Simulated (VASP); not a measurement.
# AlN (P1) in VASP: notebook

AlN is run at these levels: r2SCAN; tasks: single point.

Everything below comes from runs of VASP 6.6.1. Logs are shortened: lines on timing, memory, paths and dates and some standing lists are left out, and cuts for length are marked.

### 1 The cell of the first run

The typed cell holds 16 atoms: a = 3.107 Å, b = 4.978 Å, c = 10.806 Å, α = 94.40°, β = 87.25°, γ = 90.00°.

### 2 Single point, r2SCAN (the part above a cut slid along it)

The input, POSCAR:

```
AlN
1.0
    1.5533326688     -2.6904511034      0.0000000000
    0.0000000000      0.0000000000     -4.9784048385
    9.5789365685      4.9324040078      0.8299000866
Al N
8 8
Direct
    0.3610833333      1.1372237644      0.8333333333
   -0.0138916667      1.0121987644      0.0833333333
    0.4444333333      1.0538737644      0.3333333333
   -0.0972416667      1.0955487644      0.5833333333
   -0.1528083333      0.6511154310      0.9166666667
    0.4722166667      0.5260904310      0.1666666667
   -0.0694583333      0.5677654310      0.4166666667
    0.3888666667      0.6094404310      0.6666666667
    0.3610833333      0.7556095690      0.8333333333
   -0.0138916667      0.6305845690      0.0833333333
    0.4444333333      0.6722595690      0.3333333333
   -0.0972416667      0.7139345690      0.5833333333
   -0.1528083333      0.2695012356      0.9166666667
    0.4722166667      0.1444762356      0.1666666667
   -0.0694583333      0.1861512356      0.4166666667
    0.3888666667      0.2278262356      0.6666666667
```

The input, INCAR.step1:

```
  PREC = Accurate
  ENCUT = 520
  ISMEAR = 0
  SIGMA = 0.05
  LREAL = Auto
  LASPH = True
  NELM = 60
  NBANDS = 46
  GGA = PE
  ALGO = Normal
  EDIFF = 1E-4
  LWAVE = True
  LCHARG = False
```

The input, INCAR.step2:

```
  PREC = Accurate
  ENCUT = 520
  EDIFF = 1E-6
  ISMEAR = 0
  SIGMA = 0.05
  LREAL = Auto
  LASPH = True
  NELM = 60
  ALGO = Normal
  ISIF = 2
  LWAVE = False
  LCHARG = False
  METAGGA = R2SCAN
  LMIXTAU = True
  NBANDS = 46
  ISTART = 1
```

The input, KPOINTS:

```
regular mesh
0
Gamma
  7 5 2
```

Potentials or basis: VASP PAW PBE potentials, release 64 (Al, N).

Started as:

```
$ cat potpaw_PBE.64/Al/POTCAR potpaw_PBE.64/N/POTCAR > POTCAR
$ cp INCAR.step1 INCAR
$ mpirun -np 1 vasp_std > vasp.out
$ cp INCAR.step2 INCAR
$ mpirun -np 1 vasp_std > vasp.out
```

OUTCAR:

```text
PREC = Accurate
   ENCUT = 520
   EDIFF = 1E-6
   ISMEAR = 0
   LREAL = Auto
   LASPH = True
   NELM = 60
   ISIF = 2
   METAGGA = R2SCAN
   ISTART = 1

 ion  position               nearest neighbor table
   1  0.361  0.137  0.833-  16 1.89  13 1.89  13 1.89   9 1.90   2 3.00   8 3.07   5 3.07   8 3.07
                             5 3.07   5 3.07   5 3.07   4 3.11   4 3.11
   2  0.986  0.012  0.083-  14 1.89  14 1.89  10 1.90  13 2.35   5 2.50   1 3.00   6 3.07   6 3.07
                             6 3.07   6 3.07   3 3.11   3 3.11
   3  0.444  0.054  0.333-  14 1.89  15 1.89  15 1.89  11 1.90   6 3.07   7 3.07   6 3.07   7 3.07
                             7 3.07   7 3.07   4 3.11   2 3.11   2 3.11   4 3.11
   4  0.903  0.096  0.583-  15 1.89  16 1.89  16 1.89  12 1.90   7 3.07   8 3.07   7 3.07   8 3.07
                             8 3.07   8 3.07   3 3.11   1 3.11   1 3.11   3 3.11
   5  0.847  0.651  0.917-  10 1.88   9 1.89   9 1.89  13 1.90   2 2.50   6 3.00   1 3.07   1 3.07
                             1 3.07   1 3.07   8 3.11   8 3.11
   6  0.472  0.526  0.167-  11 1.89  10 1.89  10 1.89  14 1.90   5 3.00   3 3.07   2 3.07   3 3.07
                             2 3.07   2 3.07   2 3.07   7 3.11   7 3.11
   7  0.931  0.568  0.417-  12 1.89  11 1.89  11 1.89  15 1.90   4 3.07   3 3.07   4 3.07   3 3.07
                             3 3.07   3 3.07   6 3.11   8 3.11   8 3.11   6 3.11
   8  0.389  0.609  0.667-   9 1.89  12 1.89  12 1.89  16 1.90   1 3.07   4 3.07   1 3.07   4 3.07
                             4 3.07   4 3.07   5 3.11   7 3.11   7 3.11   5 3.11
   9  0.361  0.756  0.833-   8 1.89   5 1.89   5 1.89   1 1.90
  10  0.986  0.631  0.083-   5 1.88   6 1.89   6 1.89   2 1.90
  11  0.444  0.672  0.333-   6 1.89   7 1.89   7 1.89   3 1.90
  12  0.903  0.714  0.583-   7 1.89   8 1.89   8 1.89   4 1.90
  13  0.847  0.270  0.917-   1 1.89   1 1.89   5 1.90   2 2.35
  14  0.472  0.144  0.167-   3 1.89   2 1.89   2 1.89   6 1.90
  15  0.931  0.186  0.417-   4 1.89   3 1.89   3 1.89   7 1.90
  16  0.389  0.228  0.667-   1 1.89   4 1.89   4 1.89   8 1.90

  LATTYP: Found a triclinic cell.
 ALAT       =     3.1066653376
 B/A-ratio  =     2.5628068695
 C/A-ratio  =     3.8915761604
 COS(alpha) =     0.0194019963
 COS(beta)  =     0.2998014049
 COS(gamma) =     0.7803943496

  Lattice vectors:

 A1 = (  -1.5533326688,   2.6904511034,   0.0000000000)
 A2 = (  -3.1066653376,   5.3809022068,  -4.9784048385)
 A3 = ( -11.1322692373,  -2.2419529044,   4.1485047519)

Analysis of symmetry for initial positions (statically):
=====================================================================
 Subroutine PRICEL returns:
 Original cell was already a primitive cell.

 Routine SETGRP: Setting up the symmetry group for a
 triclinic supercell.

 Subroutine GETGRP returns: Found  1 space group operations
 (whereof  1 operations were pure point group operations)
[... 157 lines left out ...]
   EMIN   =  10.00;   EMAX   =-10.00  energy-range for DOS
   EFERMI =   0.00;   METHOD = LEGACY
   ISMEAR =     0;   SIGMA  =   0.05  broadening in eV -4-tet -1-fermi 0-gaus
   EFERMI_NEDOS =   21; number of points for ismear=-14 and -15
   IALGO  =     38    algorithm
   IMIX   =      4    mixing-type and parameters
     AMIX     =   0.40;   BMIX     =  1.00
     AMIX_MAG =   1.60;   BMIX_MAG =  1.00
  volume/ion in A,a.u.               =      10.40        70.20
  Fermi-wavevector in a.u.,A,eV,Ry     =   1.190451  2.249626 19.281821  1.417174
  Thomas-Fermi vector in A             =   2.326535
   LORBIT       =      0    0 simple, 1 ext, 2 COOP (PROOUT), +10 PAW based schemes
   METAGGA = R2SCAN    functional components
   LHFCALC =     F    Hartree Fock is set to
   AEXX    =    0.0000 exact exchange contribution
   IVDW    =     0    specifies the selected vdW correction
   LEPSILON=     F    determine dielectric tensor
   LRPA    =     F    only Hartree local field effects (RPA)
 non-spin polarized calculation
 Gauss-broadening in eV      SIGMA  =   0.05
  energy-cutoff  :      520.00
  volume of cell :      166.44
 maximum number of plane-waves:      4506
   NGX = 11   NGY = 19   NGZ = 41

 number of electron      64.0000002 magnetization

 Free energy of the ion-electron system (eV)
  ---------------------------------------------------
  ext. energy  EPLUGINS =         0.00000000
  ---------------------------------------------------
  free energy    TOTEN  =      -150.87241506 eV

  energy without entropy =     -150.87241506  energy(sigma->0) =     -150.87241506

 E-fermi :   7.0044     XC(G=0): -11.4446

 val. band max:        6.7516735778   @ k =   0.0000   0.0000   0.0000
 cond. band min:       9.6710183825   @ k =   0.0000   0.0000   0.0000
 fundamental gap:      2.9193448047
 Fermi energy:         7.0043875889

 k-point     1 :       0.0000    0.0000    0.0000
  band No.  band energies     occupation
      1     -10.0905      2.00000
      2      -9.3713      2.00000
      3      -9.2822      2.00000
      4      -8.1484      2.00000
      5      -7.9202      2.00000
      6      -7.6927      2.00000
[... 1117 lines left out ...]
     43      15.5476      0.00000
     44      15.7612      0.00000

 [... further k-points ...]

 [bands above 44 left out]

------------------------ aborting loop because EDIFF is reached ----------------------------------------

  FORCE on cell =-STRESS in cart. coord.  units (eV):
  Direction    XX          YY          ZZ          XY          YZ          ZX
  --------------------------------------------------------------------------------------
  -------------------------------------------------------------------------------------
  Total       -0.5721553      1.5528792     -0.7092893      3.2349180     -0.7372761     -9.4859404
  in kB       -5.5075024     14.9478416     -6.8275396     31.1389580     -7.0969372    -91.3106005
  external PRESSURE =       0.8709332 kB  Pullay stress =       0.0000000 kB

 VOLUME and BASIS-vectors are now :
 -----------------------------------------------------------------------------
  energy-cutoff  :      520.00
  volume of cell :      166.44
      direct lattice vectors                 reciprocal lattice vectors
     1.553332669 -2.690451103  0.000000000     0.147529570 -0.286508645  0.000000000
     0.000000000  0.000000000 -4.978404839     0.013414705  0.007744984 -0.200867553
     9.578936568  4.932404008  0.829900087     0.080472137  0.046460610  0.000000000

 POSITION                                       TOTAL-FORCE (eV/Angst)
 -----------------------------------------------------------------------------------
      8.54333      3.13886      0.00843         0.225376      0.061278     -0.625386
      2.33000     -2.24204      0.00843         1.201015      0.909193     -2.560550
      3.88333      0.44841      0.00843         0.080504      0.094367      0.069470
      6.99000      0.44841      0.00843         0.191371      0.113709     -0.112963
     10.09666      2.24204     -2.48077        -0.868153     -1.007318      3.257090
      2.33000     -0.44841     -2.48077        -0.408473     -0.184010      0.082494
[... 8 lines left out ...]
      5.43666     -0.44841     -0.58094        -0.146893     -0.070940      0.008397
      6.99000      2.24204     -0.58094        -0.329409     -0.216517     -0.074305
 -----------------------------------------------------------------------------------
    total drift:                               -0.001791      0.004166     -0.021883

  FREE ENERGIE OF THE ION-ELECTRON SYSTEM (eV)
  ---------------------------------------------------
  free  energy   TOTEN  =      -150.8724150607 eV

  energy  without entropy=     -150.8724150607  energy(sigma->0) =     -150.87241506
```

OUTCAR.step1:

```text
PREC = Accurate
   ENCUT = 520
   ISMEAR = 0
   LREAL = Auto
   LASPH = True
   NELM = 60
[... 1409 lines left out ...]
     10.09666      2.24204     -2.48077        -0.870485     -0.881592      2.978013
      2.33000     -0.44841     -2.48077        -0.387179     -0.177208      0.060798
[... 8 lines left out ...]
      5.43666     -0.44841     -0.58094        -0.140007     -0.066730      0.015863
      6.99000      2.24204     -0.58094        -0.318651     -0.209470     -0.069193
 -----------------------------------------------------------------------------------
    total drift:                                0.001293      0.006771     -0.007075

  FREE ENERGIE OF THE ION-ELECTRON SYSTEM (eV)
  ---------------------------------------------------
  free  energy   TOTEN  =      -116.3518059386 eV

  energy  without entropy=     -116.3518059386  energy(sigma->0) =     -116.35180594
```

Wall time 33 min (1 thread of Oxide Virtual Turin-like, shared host); peak memory 0.33 GiB.

What came out:

```
Free energy            : -150.8724 eV
Pressure               : 0.1 GPa
Largest force          : 3.518 eV/Å
Band gap on the k mesh : 2.92 eV
```

Forces in eV/Å, atoms in the order of the input:
```
Al   0.225  0.061 -0.625
Al   1.201  0.909 -2.561
Al   0.081  0.094  0.069
Al   0.191  0.114 -0.113
Al  -0.868 -1.007  3.257
Al  -0.408 -0.184  0.082
Al   0.078  0.042  0.038
Al  -0.136 -0.096  0.226
N    0.570  0.141 -0.127
N    0.621  0.723 -3.108
N   -0.062  0.004  0.092
N    0.043  0.015 -0.019
N   -0.871 -0.728  2.940
N   -0.189  0.198 -0.087
N   -0.147 -0.071  0.008
N   -0.329 -0.217 -0.074
```

Caveat: the cell differs from its parent crystal (the part above a cut slid along it); the PAW data sets were made with another functional, which shifts forces and pressure a little. A k mesh can miss the band edges.

### 3 Single point, r2SCAN (the part above a cut slid along it)

The input, POSCAR:

```
AlN
1.0
    1.5533326688     -2.6904511034      0.0000000000
    0.0000000000      0.0000000000     -4.9784048385
    9.8377217911      4.4841748540      1.6593023327
Al N
8 8
Direct
    0.2222500000      1.2760570977      0.8333333333
   -0.0277750000      1.0260820977      0.0833333333
    0.3889000000      1.1094070977      0.3333333333
   -0.1944250000      1.1927320977      0.5833333333
   -0.3055250000      0.8038320977      0.9166666667
    0.4444500000      0.5538570977      0.1666666667
   -0.1388750000      0.6371820977      0.4166666667
    0.2778000000      0.7205070977      0.6666666667
    0.2222500000      0.8944429023      0.8333333333
   -0.0277750000      0.6444679023      0.0833333333
    0.3889000000      0.7277929023      0.3333333333
   -0.1944250000      0.8111179023      0.5833333333
   -0.3055250000      0.4222179023      0.9166666667
    0.4444500000      0.1722429023      0.1666666667
   -0.1388750000      0.2555679023      0.4166666667
    0.2778000000      0.3388929023      0.6666666667
```

The input, INCAR.step1:

```
SYSTEM = AlN
PREC = Accurate ; ENCUT = 520
ISMEAR = 0 ; SIGMA = 0.05
LREAL = Auto ; LASPH = .TRUE.
NELM = 100 ; NBANDS = 46
GGA = PE ; ALGO = Normal
EDIFF = 1E-4 ; LWAVE = .TRUE.
LCHARG = .FALSE.
```

The input, INCAR.step2:

```
SYSTEM = AlN
PREC = Accurate ; ENCUT = 520
EDIFF = 1E-6 ; ISMEAR = 0
SIGMA = 0.05 ; LREAL = Auto
LASPH = .TRUE. ; NELM = 100
ALGO = Normal ; ISIF = 2
LWAVE = .FALSE. ; LCHARG = .FALSE.
METAGGA = R2SCAN ; LMIXTAU = .TRUE.
NBANDS = 46 ; ISTART = 1
```

The input, KPOINTS:

```
Automatic mesh
0
G
  7 5 2
  0 0 0
```

Potentials or basis: VASP PAW PBE potentials, release 64 (Al, N).

Started as:

```
$ cat potpaw_PBE.64/Al/POTCAR potpaw_PBE.64/N/POTCAR > POTCAR
$ cp INCAR.step1 INCAR
$ mpirun -np 1 vasp_std > vasp.out
$ cp INCAR.step2 INCAR
$ mpirun -np 1 vasp_std > vasp.out
```

Wall time 40 min (1 thread of Oxide Virtual Turin-like, shared host); peak memory 0.35 GiB.

Results (log left out):

| Item | Value |
| --- | --- |
| Free energy | -146.2189 eV |
| Pressure | 2.8 GPa |
| Largest force | 5.304 eV/Å |
| Band gap on the k mesh | 0.02 eV (least direct gap 0.06 eV) |

Forces in eV/Å, atoms in the order of the input:
```
Al   0.806  0.605 -0.881
Al   4.741  0.999 -0.985
Al   0.163  0.115  0.331
Al   0.244  0.146 -0.137
Al  -3.262 -0.843  4.096
Al  -1.211 -0.779 -0.540
Al  -0.033 -0.024 -0.028
Al  -0.297 -0.154  0.414
N    0.597  0.167 -0.246
N    2.397  1.120 -3.027
N    0.230  0.171  0.172
N    0.168  0.095 -0.034
N   -3.448 -1.254  1.357
N   -0.345  0.072 -0.418
N   -0.229 -0.121 -0.002
N   -0.520 -0.315 -0.071
```

Stress tensor (GPa, compression positive):
```
 9.19  1.82 -7.80
 1.82  1.85 -0.15
-7.80 -0.15 -2.71
```

Levels at points of the mesh, in eV from the valence-band top:
| k point | band 29 | band 30 | band 31 | band 32 | band 33 | band 34 | band 35 | band 36 |
| --- | --- | --- | --- | --- | --- | --- | --- | --- |
| (0.00, 0.00, 0.00) | -2.34 | -1.95 | -1.64 | -0.13 | 0.02 | 3.62 | 4.18 | 4.59 |
| (0.00, 0.00, 0.50) | -2.35 | -1.97 | -1.68 | -0.11 | 0.14 | 3.57 | 4.03 | 4.43 |

Caveat: the cell differs from its parent crystal (the part above a cut slid along it); the stress differs along the axes, from -3 to 9 GPa; semilocal functionals underestimate gaps, and a narrow one can read as zero; the PAW data sets were made with another functional, which shifts forces and pressure a little. A k mesh can miss the band edges.
